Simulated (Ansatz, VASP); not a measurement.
## One calculation of Al4Cu, two programs

```xyz
5
Lattice="3.9668 -3.9696 0.0000 3.9668 3.9696 0.0000 0.0000 0.0000 2.7803" Properties=species:S:1:pos:R:3 pbc="T T T"
Al    3.9668   -1.8989    1.3902
Al    3.9668    1.8989    1.3902
Al    2.4544    0.0000    0.0000
Al    5.4793    0.0000    0.0000
Cu    0.0000    0.0000    0.0000
```

Change from the starting cell: species swapped into the OsCl4 type (Cmmm, No. 65).

Alike in both runs: functional PBE; k mesh 4 × 4 × 6; occupations gaussian, width 0.1 eV; no spin polarisation.

Ansatz relaxed the structure, and its values are those at the end. VASP's run is a single point on that final structure, the one shown.

```csv
,VASP,Ansatz
version,VASP 6.6.1,Ansatz 0.2.0
potentials or method,"VASP PAW PBE potentials, release 64 (Al, Cu), cutoff 520 eV","scalar-relativistic, plane waves, PAW"
valence electrons in the cell,23,31
```

Ansatz gave:

* gap on the k mesh at the Fermi level (eV): none
* pressure (GPa): 0.0
* rms of the force components (eV/Å): 0.003

Question: Estimate VASP's values.

Answer: gap on the k mesh at the Fermi level (eV): none; pressure (GPa): 0.1; rms of the force components (eV/Å): 0.007.

A gap of «none» marks a metal or a gap that the smearing closes. VASP's potentials hold 23 valence electrons a cell and Ansatz's 31, so a difference there can come from the potentials and not from the codes.

The k mesh is coarse, so the values compare programs but aren't converged.
